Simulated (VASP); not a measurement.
Runs of VASP 6.6.1 on SiO2. The structure is that of space group I-42d (No. 122), or close to it. The cells are those of the table. 

```tsv
cell	gap on the mesh (eV)	pressure (GPa)	largest force (eV/Å)
a = 4.926 Å, angles 123.7, 123.7, 83.8°, 6 atoms	6.36	12.4	0.91
a = 5.095 Å, angles 123.7, 123.7, 83.8°, 6 atoms	5.70	-5.8	0.45
a = 5.128 Å, angles 123.7, 123.7, 83.8°, 6 atoms	5.57	-8.4	0.66
a = 4.961 Å, angles 123.7, 123.7, 83.8°, 6 atoms	6.23	8.0	0.59
a = 5.062 Å, angles 123.7, 123.7, 83.8°, 6 atoms	5.84	(b)	0.22
a = 4.995 Å, angles 123.7, 123.7, 83.8°, 6 atoms	6.10	4.0	0.30
a = 5.029 Å, angles 123.7, 123.7, 83.8°, 6 atoms	(a)	0.4	0.03
```

Alike in all rows: task single point; level PBEsol+D3(BJ); potentials or basis VASP PAW PBE potentials, release 64 (Si, O); no spin polarisation; k mesh 6 × 6 × 6; cutoff (eV) 520; smearing gaussian 0.01 eV.

Problem. Estimate the missing entries.

Solution. (a) 5.97; (b) -2.8.

Caveats: the PAW data sets were made with another functional, which shifts forces and pressure a little; the cell stands under pressure (at least some runs); the cell stands under tension (at least some runs).

A k mesh can miss the band edges.
